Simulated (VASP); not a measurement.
Wanted: the native input for a VASP 6.6.1 run.

```yaml
Task: single point
Functional: PBEsol
Potentials_or_basis: VASP PAW PBE potentials, release 64 (Ag, C, H)
Cutoff: 520 eV
k_mesh: 10 × 10 × 1
Occupations: gaussian, width 0.1 eV
Spin: no spin polarisation
Dipole_correction: yes
Further_INCAR_settings: ALGO = Normal; EDIFF = 1e-07; NBANDS = 34
```

The structure of Ag4HC lies in POSCAR:

```
Ag4HC
1.0
    2.8669036820      0.0000000000      0.0000000000
    0.0000000000      2.8669036820      0.0000000000
    0.0000000000      0.0000000000     26.1816211037
Ag C H
4 1 1
Direct
    0.5000000000      0.5000000000      0.3246552216
    0.0000000000      0.0000000000      0.4020838509
    0.5000000000      0.5000000000      0.4795746447
    0.0000000000      0.0000000000      0.5597406194
    0.0000000000      0.5000000000      0.6141689840
    0.0000000000      0.5000000000      0.6562749072
```

One way to write it, as run:

INCAR

```
PREC = Accurate ; ENCUT = 520
EDIFF = 1E-7 ; ISMEAR = 0
SIGMA = 0.1 ; LREAL = F
LASPH = T ; NELM = 100
ALGO = Normal ; ISIF = 2
LWAVE = F ; LCHARG = F
LDIPOL = T ; IDIPOL = 3
DIPOL = 0.5 0.5 0.506 ; GGA = PS
NBANDS = 34
```

KPOINTS

```
Automatic mesh
0
Gamma
  10 10 1
```

Potentials or basis: VASP PAW PBE potentials, release 64 (Ag, C, H).

The run is started by

```bash
$ cat potpaw_PBE.64/Ag/POTCAR potpaw_PBE.64/C/POTCAR potpaw_PBE.64/H/POTCAR > POTCAR
$ mpirun -np 1 vasp_std > vasp.out
```

Results of the run:

```
Largest force : 0.125 eV/Å
```

Caveat: the PAW data sets were made with another functional, which shifts forces and pressure a little.

Run time: 4.7 min on 1 thread of Intel(R) Xeon(R) 6975P-C (Granite Rapids) (shared host), peak memory 0.46 GiB.
